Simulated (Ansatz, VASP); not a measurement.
# Li16C: VASP beside Ansatz

```
CELL_PARAMETERS angstrom
6.98000 0.00000 0.00000
0.00000 6.98000 0.00000
0.00000 0.00000 6.98000
ATOMIC_POSITIONS crystal
Li 0.00013 0.03225 0.03251
Li 0.50066 0.97574 0.03455
Li 0.00057 0.39965 0.94499
Li 0.00015 0.03232 0.46774
Li 0.28485 0.27387 0.25008
Li 0.50057 0.54293 0.96386
Li 0.50068 0.97563 0.46553
Li 0.71583 0.27473 0.25009
Li 0.00056 0.39976 0.55517
Li 0.21420 0.70695 0.25007
Li 0.28350 0.21806 0.75000
Li 0.50057 0.54290 0.53624
Li 0.78665 0.70718 0.25007
Li 0.71864 0.21743 0.75002
Li 0.19536 0.85051 0.75007
Li 0.80585 0.84973 0.75007
C 0.00111 0.12506 0.75013
```

Alike in both runs: functional PBE; dispersion D3(BJ); k mesh 2 × 2 × 2; occupations fermi-dirac, width 0.05 eV; no spin polarisation.

Ansatz relaxed the structure, and its values are those at the end. VASP's run is a single point on that final structure, the one shown.

```csv
,VASP,Ansatz
version,VASP 6.6.1,Ansatz 0.2.0
potentials or method,"VASP PAW PBE potentials, release 64 (Li_sv, C), cutoff 520 eV","scalar-relativistic, plane waves, PAW"
valence electrons in the cell,52,52
```

VASP gave:

```
rms of the force components (eV/Å) : 0.011
```

Question: What did Ansatz give for the same quantities?

Answer: rms of the force components (eV/Å): 0.010.

The k mesh is coarse, so the values compare programs but aren't converged. Noted on VASP's run: the cutoff is under 1.25 times that of the potentials, so the pressure is a little rough.
